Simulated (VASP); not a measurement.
# Sn3H (Pm-3m) in VASP: notebook, part 3 of 3

VASP 6.6.1.

## 5. Relaxation of cell and atoms, PBE

Contents of INCAR:

```
PREC = Accurate
ENCUT = 600
EDIFF = 1E-7
ISMEAR = 0
SIGMA = 0.1
LREAL = False
LASPH = True
NELM = 60
ALGO = Normal
ISIF = 3
LWAVE = False
LCHARG = False
GGA = PE
IBRION = 2
NSW = 100
EDIFFG = -0.01
```

Contents of KPOINTS:

```
Automatic mesh
0
Gamma
  10 10 10
```

Contents of POSCAR:

```
Sn3H
1.0
    4.6271599200      0.0000000000      0.0000000000
    0.0000000000      4.6271599200      0.0000000000
    0.0000000000      0.0000000000      4.6271599200
Sn H
3 1
Direct
    0.0000000000      0.5000000000      0.5000000000
    0.5000000000      0.0000000000      0.5000000000
    0.5000000000      0.5000000000      0.0000000000
    0.0000000000      0.0000000000      0.0000000000
```

Potentials or basis: VASP PAW PBE potentials, release 64 (Sn_d, H).

Run with:

```bash
$ cat potpaw_PBE.64/Sn_d/POTCAR potpaw_PBE.64/H/POTCAR > POTCAR
$ mpirun -np 1 vasp_std > vasp.out
```

OUTCAR:

```text
PREC = Accurate
   ENCUT = 600
   EDIFF = 1E-7
   ISMEAR = 0
   LREAL = False
   LASPH = True
   NELM = 60
   ISIF = 3
   GGA = PE
   IBRION = 2
   NSW = 100
   EDIFFG = -0.01

 ion  position               nearest neighbor table
   1  0.000  0.500  0.500-   2 3.27   3 3.27   3 3.27   2 3.27   2 3.27   3 3.27   3 3.27   2 3.27

   2  0.500  0.000  0.500-   1 3.27   3 3.27   3 3.27   1 3.27   3 3.27   3 3.27   1 3.27   1 3.27

   3  0.500  0.500  0.000-   1 3.27   2 3.27   1 3.27   2 3.27   2 3.27   2 3.27   1 3.27   1 3.27

   4  0.000  0.000  0.000-

  LATTYP: Found a simple cubic cell.
 ALAT       =     4.6271599200

  Lattice vectors:

 A1 = (   4.6271599200,   0.0000000000,   0.0000000000)
 A2 = (   0.0000000000,   4.6271599200,   0.0000000000)
 A3 = (   0.0000000000,   0.0000000000,   4.6271599200)

Analysis of symmetry for initial positions (statically):
=====================================================================
 Subroutine PRICEL returns:
 Original cell was already a primitive cell.

 Routine SETGRP: Setting up the symmetry group for a
 simple cubic supercell.

 Subroutine GETGRP returns: Found 48 space group operations
 (whereof 48 operations were pure point group operations)
 out of a pool of 48 trial point group operations.

The static configuration has the point symmetry O_h .

Analysis of symmetry for dynamics (positions and initial velocities):
=====================================================================
 Subroutine PRICEL returns:
 Original cell was already a primitive cell.

 Routine SETGRP: Setting up the symmetry group for a
 simple cubic supercell.

 Subroutine GETGRP returns: Found 48 space group operations
 (whereof 48 operations were pure point group operations)
 out of a pool of 48 trial point group operations.

The dynamic configuration has the point symmetry O_h .

 Subroutine INISYM returns: Found 48 space group operations
 (whereof 48 operations are pure point group operations),
 and found     1 'primitive' translations

----------------------------------------------------------------------------------------

                                     Primitive cell

  volume of cell :      99.0703

  direct lattice vectors                    reciprocal lattice vectors
     4.627159920  0.000000000  0.000000000     0.216115288  0.000000000  0.000000000
     0.000000000  4.627159920  0.000000000     0.000000000  0.216115288  0.000000000
     0.000000000  0.000000000  4.627159920     0.000000000  0.000000000  0.216115288

  length of vectors
     4.627159920  4.627159920  4.627159920     0.216115288  0.216115288  0.216115288

  position of ions in fractional coordinates (direct lattice)
     0.000000000  0.500000000  0.500000000
     0.500000000  0.000000000  0.500000000
     0.500000000  0.500000000  0.000000000
     0.000000000  0.000000000  0.000000000

  ion indices of the primitive-cell ions
   primitive index   ion index
                 1           1
                 2           2
                 3           3
                 4           4
[... 32 lines left out ...]
  0.300000  0.000000  0.000000      6.000000
  0.400000  0.000000  0.000000      6.000000
  0.500000  0.000000  0.000000      3.000000
[... 16 lines left out ...]
  0.200000  0.100000  0.100000     24.000000
  0.300000  0.100000  0.100000     24.000000
 [... further k-points ...]
   k-points           NKPTS =     56   k-points in BZ     NKDIM =     56   number of bands    NBANDS=     25
   number of dos      NEDOS =    301   number of ions     NIONS =      4
   total plane-waves  NPLWV =  64000
   dimension x,y,z NGX =    40 NGY =   40 NGZ =   40
   dimension x,y,z NGXF=    80 NGYF=   80 NGZF=   80
   ions per type =               3   1
   NGX,Y,Z   is equivalent  to a cutoff of  14.37, 14.37, 14.37 a.u.
   NGXF,Y,Z  is equivalent  to a cutoff of  28.74, 28.74, 28.74 a.u.
 SYSTEM =  unknown system
   PREC   = accura    normal or accurate (medium, high low for compatibility)
   ISTART =      0    job   : 0-new  1-cont  2-samecut
   ICHARG =      2    charge: 1-file 2-atom 10-const
   ISPIN  =      1    spin polarized calculation?
   LNONCOLLINEAR =      F non collinear calculations
   LSORBIT =      F    spin-orbit coupling
   LASPH  =      T    aspherical Exc in radial PAW
   ENCUT  =  600.0 eV  44.10 Ry    6.64 a.u.   9.24  9.24  9.24*2*pi/ulx,y,z
   NELM   =     60;   NELMIN=  2; NELMDL= -5     # of ELM steps
   EDIFF  = 0.1E-06   stopping-criterion for ELM
   LREAL  =      F    real-space projection
   EDIFFG = -.1E-01   stopping-criterion for IOM
   NSW    =    100    number of steps for IOM
   IBRION =      2    ionic relax: 0-MD 1-quasi-New 2-CG
   NFREE  =      1    steps in history (QN), initial steepest desc. (CG)
   ISIF   =      3    stress and relaxation
   ISYM   =      2    0-nonsym 1-usesym 2-fastsym
   POTIM  = 0.5000    time-step for ionic-motion
   TEBEG  =    0.0;   TEEND  =   0.0 temperature during run
   PSTRESS=    0.0 pullay stress
   NELECT =      43.0000    total number of electrons
   NUPDOWN=      -1.0000    fix difference up-down
   EMIN   =  10.00;   EMAX   =-10.00  energy-range for DOS
   EFERMI =   0.00;   METHOD = LEGACY
   ISMEAR =     0;   SIGMA  =   0.10  broadening in eV -4-tet -1-fermi 0-gaus
   EFERMI_NEDOS =   21; number of points for ismear=-14 and -15
   IALGO  =     38    algorithm
   IMIX   =      4    mixing-type and parameters
     AMIX     =   0.40;   BMIX     =  1.00
     AMIX_MAG =   1.60;   BMIX_MAG =  1.00
  volume/ion in A,a.u.               =      24.77       167.14
  Fermi-wavevector in a.u.,A,eV,Ry     =   1.239509  2.342333 20.903766  1.536383
  Thomas-Fermi vector in A             =   2.373990
   LORBIT       =      0    0 simple, 1 ext, 2 COOP (PROOUT), +10 PAW based schemes
   GGA     = PE    functional components
   LHFCALC =     F    Hartree Fock is set to
   AEXX    =    0.0000 exact exchange contribution
   IVDW    =     0    specifies the selected vdW correction
   LEPSILON=     F    determine dielectric tensor
   LRPA    =     F    only Hartree local field effects (RPA)
 conjugate gradient relaxation of ions
 non-spin polarized calculation
 Gauss-broadening in eV      SIGMA  =   0.10
  energy-cutoff  :      600.00
  volume of cell :       99.07
 maximum number of plane-waves:      3362
 NGX is ok and might be reduce to    40
   NGX = 19   NGY = 19   NGZ = 19

--------------------------------------- Ionic step        1  -------------------------------------------

 number of electron      42.9999976 magnetization

 Free energy of the ion-electron system (eV)
  ---------------------------------------------------
  ext. energy  EPLUGINS =         0.00000000
  ---------------------------------------------------
  free energy    TOTEN  =       -12.84910231 eV

  energy without entropy =      -12.83398180  energy(sigma->0) =      -12.84154206

------------------------ aborting loop because EDIFF is reached ----------------------------------------

  FORCE on cell =-STRESS in cart. coord.  units (eV):
  Direction    XX          YY          ZZ          XY          YZ          ZX
  --------------------------------------------------------------------------------------
  -------------------------------------------------------------------------------------
  Total       -1.6681591     -1.6681591     -1.6681591     -0.0000000     -0.0000000      0.0000000
  in kB      -26.9776757    -26.9776757    -26.9776757     -0.0000000     -0.0000000      0.0000000
  external PRESSURE =     -26.9776757 kB  Pullay stress =       0.0000000 kB
[... 63 lines left out ...]
--------------------------------------- Ionic step        3  -------------------------------------------

 number of electron      43.0000031 magnetization

 Free energy of the ion-electron system (eV)
  ---------------------------------------------------
  ext. energy  EPLUGINS =         0.00000000
  ---------------------------------------------------
  free energy    TOTEN  =       -12.90848597 eV

  energy without entropy =      -12.89404431  energy(sigma->0) =      -12.90126514

 E-fermi :   6.6984     XC(G=0):  -9.9295

 val. band max:        6.6785641795   @ k =   0.5000   0.1000   0.0000
 cond. band min:       6.7002001688   @ k =   0.5000   0.3000   0.2000
 fundamental gap:      0.0216359894
 Fermi energy:         6.6984057634

 k-point     1 :       0.0000    0.0000    0.0000
  band No.  band energies     occupation
      1     -15.0393      2.00000
      2     -15.0393      2.00000
      3     -15.0393      2.00000
      4     -14.9978      2.00000
      5     -14.9346      2.00000
      6     -14.9346      2.00000
[... 661 lines left out ...]
     24       8.0720      0.00000
     25       9.7027      0.00000

 [... further k-points ...]

------------------------ aborting loop because EDIFF is reached ----------------------------------------

  FORCE on cell =-STRESS in cart. coord.  units (eV):
  Direction    XX          YY          ZZ          XY          YZ          ZX
  --------------------------------------------------------------------------------------
  -------------------------------------------------------------------------------------
  Total       -0.0025810     -0.0025810     -0.0025810      0.0000000      0.0000000     -0.0000000
  in kB       -0.0447131     -0.0447131     -0.0447131      0.0000000      0.0000000     -0.0000000
  external PRESSURE =      -0.0447131 kB  Pullay stress =       0.0000000 kB
[... 19 lines left out ...]
  FREE ENERGIE OF THE ION-ELECTRON SYSTEM (eV)
  ---------------------------------------------------
  free  energy   TOTEN  =       -12.9084859677 eV

  energy  without entropy=      -12.8940443118  energy(sigma->0) =      -12.90126514

 reached required accuracy - stopping structural energy minimisation
```

OSZICAR:

```text
N       E                     dE             d eps       ncg     rms          rms(c)
DAV:   1     0.370498563995E+03    0.37050E+03   -0.23849E+04  2800   0.267E+03
DAV:   2     0.289992776496E+02   -0.34150E+03   -0.33946E+03  2824   0.560E+02
DAV:   3    -0.116959626591E+02   -0.40695E+02   -0.40239E+02  3321   0.185E+02
[... 29 lines left out ...]
DAV:   5    -0.129084841782E+02    0.61036E-04   -0.64546E-05  3074   0.705E-02    0.762E-03
DAV:   6    -0.129084865654E+02   -0.23872E-05   -0.84617E-06  3635   0.313E-02    0.354E-03
DAV:   7    -0.129084855995E+02    0.96581E-06   -0.94342E-07  3342   0.980E-03    0.729E-04
DAV:   8    -0.129084859156E+02   -0.31605E-06   -0.57231E-08  1434   0.319E-03    0.376E-04
DAV:   9    -0.129084859677E+02   -0.52125E-07   -0.11022E-08  1420   0.106E-03
   3 F= -.12908486E+02 E0= -.12901265E+02  d E =-.593837E-01
```

CONTCAR:

```text
Sn3H
   1.00000000000000
     4.5222204767529837   -0.0000000000000000    0.0000000000000000
    -0.0000000000000000    4.5222204767529837   -0.0000000000000000
     0.0000000000000000   -0.0000000000000000    4.5222204767529837
  Sn              H
     3     1
Direct
     0.0000000000000000    0.5000000000000000    0.5000000000000000
     0.5000000000000000    0.0000000000000000    0.5000000000000000
     0.5000000000000000    0.5000000000000000    0.0000000000000000
     0.0000000000000000    0.0000000000000000    0.0000000000000000

  0.00000000E+00  0.00000000E+00  0.00000000E+00
  0.00000000E+00  0.00000000E+00  0.00000000E+00
  0.00000000E+00  0.00000000E+00  0.00000000E+00
  0.00000000E+00  0.00000000E+00  0.00000000E+00
```

Run time: 7.9 min. Hardware: 1 thread of Intel Xeon 8259CL, shared host; peak memory 0.34 GiB.

Results:

```yaml
Free_energy: -12.9085 eV
Relaxed_volume: 23.12 Å³/atom
Relaxed_cell: a = 4.522 Å, b = 4.522 Å, c = 4.522 Å, α = 90.00°, β = 90.00°, γ = 90.00°
Space_group_after_relaxing_to_0.1_Å: Pm-3m (No. 221)
Energy_gained_by_relaxing: 14.8 meV/atom
Ionic_steps: 3
Pressure_after_relaxing: 0.0 GPa
Band_gap_on_the_k_mesh: zero (an odd number of electrons rules out a gap without spin polarisation)
```

The path:
| step | energy change (eV) | largest force (eV/Å) | pressure (GPa) | volume (Å³) |
| --- | --- | --- | --- | --- |
| 1 | 0.0000 | 0.0000 | -2.70 | 99.07 |
| 2 | -0.0585 | 0.0000 | -0.36 | 93.21 |
| 3 | -0.0594 | 0.0000 | 0.00 | 92.48 |

Final structure:
```xyz
4
Lattice="4.5222 0.0000 0.0000 0.0000 4.5222 0.0000 0.0000 0.0000 4.5222" Properties=species:S:1:pos:R:3 pbc="T T T"
Sn    0.0000    2.2611    2.2611
Sn    2.2611    0.0000    2.2611
Sn    2.2611    2.2611    0.0000
H     0.0000    0.0000    0.0000
```

Caveat: spin-orbit coupling is left out, which moves the levels of the heavy elements.

## 6. The runs side by side

```csv
task,cell,k mesh,cutoff (eV),gap on the mesh (eV),pressure (GPa)
single point,"a = 4.627 Å, 4 atoms",4 × 4 × 4,520,none,-3.0
single point,"a = 4.523 Å, 4 atoms",10 × 10 × 10,520,none,-0.1
relaxation of cell and atoms,"relaxed from a = 4.523 Å, 4 atoms",10 × 10 × 10,600,none,0.0
relaxation of cell and atoms,"relaxed from a = 4.627 Å, 4 atoms",10 × 10 × 10,600,none,0.0
```

Alike in all rows: level PBE; potentials or basis VASP PAW PBE potentials, release 64 (Sn_d, H); no spin polarisation; smearing gaussian 0.1 eV.

Caveats: spin-orbit coupling is left out, which moves the levels of the heavy elements; the relaxation stopped at its first step, so nothing moved (at least some runs).

Total energies depend on the potentials used, so only differences within one code and one set of settings carry meaning.
